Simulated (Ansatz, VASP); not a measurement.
BN in VASP and in Ansatz

```
B N
1.0
     2.54397    0.00000    0.00000
    -1.27198    2.20314    0.00000
     0.00000    0.00000    4.20774
B N
2 2
Direct
  0.66667 0.33333 0.85721
  0.33333 0.66667 0.49980
  0.66667 0.33333 0.62520
  0.33333 0.66667 0.12520
```

Alike in both runs: task single point; functional r2SCAN; k mesh 12 × 12 × 6; occupations gaussian, width 0.05 eV; no spin polarisation.

|  | VASP | Ansatz |
| --- | --- | --- |
| version | VASP 6.6.1 | Ansatz 0.2.0 |
| potentials or method | VASP PAW PBE potentials, release 64 (B, N), cutoff 520 eV | scalar-relativistic, plane waves, PAW |
| valence electrons in the cell | 16 | 16 |

```csv
,VASP,Ansatz,Ansatz less VASP
gap on the k mesh at the Fermi level (eV),none,none,-
rms of the force components (eV/Å),28.730,27.843,-0.8869
```

VASP's potentials were made for PBE, not for r2SCAN. Atom by atom the forces differ by 0.894 eV/Å (rms over components). A gap of «none» marks a metal or a gap that the smearing closes. With one functional, cell and mesh, what is left measures potentials, basis and numerics.
